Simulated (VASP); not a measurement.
Here is a VASP 6.6.1 calculation.

INCAR

```
PREC = Accurate
ENCUT = 520
EDIFF = 1E-6
ISMEAR = 0
SIGMA = 0.1
LREAL = False
LASPH = True
NELM = 100
ALGO = Normal
ISIF = 2
LWAVE = False
LCHARG = True
GGA = PE
LELF = True
LVHAR = True
NBANDS = 39
```

File KPOINTS:

```
regular mesh
0
Gamma
  4 4 6
```

The input POSCAR:

```
HfPt2
1.0
    5.5520239703      0.0000000000      0.0000000000
    0.0000000000      5.5520239703      0.0000000000
    0.0000000000      0.0000000000      4.6069720229
Hf Pt
2 4
Direct
    0.0000000000      0.0000000000      0.0000000000
    0.5000000000      0.5000000000      0.5000000000
    0.3261487254      0.3261487254      0.0000000000
    0.1738512746      0.8261487254      0.5000000000
    0.6738512746      0.6738512746      0.0000000000
    0.8261487254      0.1738512746      0.5000000000
```

Potentials or basis: VASP PAW PBE potentials, release 64 (Hf_pv, Pt).

Launch:

```bash
$ cat potpaw_PBE.64/Hf_pv/POTCAR potpaw_PBE.64/Pt/POTCAR > POTCAR
$ mpirun -np 1 vasp_std > vasp.out
```

Estimate the band gap on the k mesh.

zero (band 30 reaches 5.43 eV, above the bottom of band 31 at 4.76 eV).

What does it give for the largest force?

0.063 eV/Å.

What does it give for the pressure?

-0.6 GPa.

Stress tensor (GPa, compression positive):
```
-0.43  0.00  0.00
 0.00 -0.43  0.00
 0.00  0.00 -0.89
```

Caveat: spin-orbit coupling is left out, which moves the levels of the heavy elements.
